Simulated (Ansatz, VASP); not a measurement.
PbS in VASP and in Ansatz

INCAR

```
PREC = Accurate ; ENCUT = 520
EDIFF = 1E-6 ; ISMEAR = -1
SIGMA = 0.01 ; LREAL = False
LASPH = True ; NELM = 100
ALGO = Normal ; ISIF = 2
LWAVE = False ; LCHARG = False
GGA = PS ; NBANDS = 17
```

File KPOINTS:

```
Automatic mesh
0
Gamma
  6 6 6
```

The input POSCAR:

```
PbS
1.0
    4.0896980000      0.0000000000      0.0000000000
   -2.0448490000      3.5417820000      0.0000000000
    0.0000000000      0.0000000000      3.7881670000
Pb S
1 1
Direct
    0.0000000000      0.0000000000      0.0000000000
    0.6666666667      0.3333333333      0.5000000000
```

Input for Ansatz:

```yaml
crystal:
  lattice:
    - [4.089698, 0.0, 0.0]
    - [-2.044849, 3.541782, 0.0]
    - [0.0, 0.0, 3.788167]
  atoms:
    - { symbol: Pb, position: [0.0, 0.0, 0.0] }
    - { symbol: S, position: [0.6666666666666666, 0.3333333333333333, 0.5] }
kpoints:
  mp_grid:
    grid: [6, 6, 6]
    shift: [0.0, 0.0, 0.0]
hamiltonian:
  xc: pbesol
  pseudopotentials:
    kind: paw
scf:
  occupations:
    method: fermi_dirac
    width: 0.01
output:
  stress: true
```

Alike in both runs: task single point; functional PBEsol; k mesh 6 × 6 × 6; occupations fermi-dirac, width 0.01 eV; no spin polarisation.

|  | VASP | Ansatz |
| --- | --- | --- |
| version | VASP 6.6.1 | Ansatz 0.2.0 |
| potentials or method | VASP PAW PBE potentials, release 64 (Pb_d, S) | plane waves, PAW |
| plane-wave cutoff (eV) | 520 | 420 |
| valence electrons in the cell | 20 | 20 |

Ansatz gave:

```
pressure (GPa)                                                : -2.9
traceless stress, the component that is largest in VASP (GPa) : -0.14
```

Q: Which values does VASP return?

A: Pressure (GPa): -3.0; traceless stress, the component that is largest in VASP (GPa): -0.15.

VASP's potentials were made for PBE, not for PBEsol. The functional is the same, so the differences come from potentials, cutoffs and numerics.

Neither program's run includes spin-orbit coupling.
